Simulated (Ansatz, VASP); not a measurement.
**Ge: VASP beside Ansatz**

```xyz
2
Lattice="0.0000 2.8369 2.8369 2.8369 0.0000 2.8369 2.8369 2.8369 0.0000" Properties=species:S:1:pos:R:3 pbc="T T T"
Ge    0.0000    0.0000    0.0000
Ge    1.4184    1.4184    1.4184
```

Alike in both runs: task single point; functional PBE; k mesh 6 × 6 × 6; no spin polarisation.

```csv
,VASP,Ansatz
version,VASP 6.6.1,Ansatz 0.2.0
potentials or method,"VASP PAW PBE potentials, release 64 (Ge_d)",plane waves
plane-wave cutoff (eV),500,420
occupations,"gaussian, width 0.01 eV",fixed
valence electrons in the cell,28,28
```

VASP gave:

| Quantity | Value |
| --- | --- |
| gap on the k mesh at the Fermi level (eV) | none |
| pressure (GPa) | 3.0 |

Estimate Ansatz's values.

gap on the k mesh at the Fermi level (eV): none; pressure (GPa): 3.1.

A gap of «none» marks a metal or a gap that the smearing closes. Ansatz's warnings: unresolved pair at count.
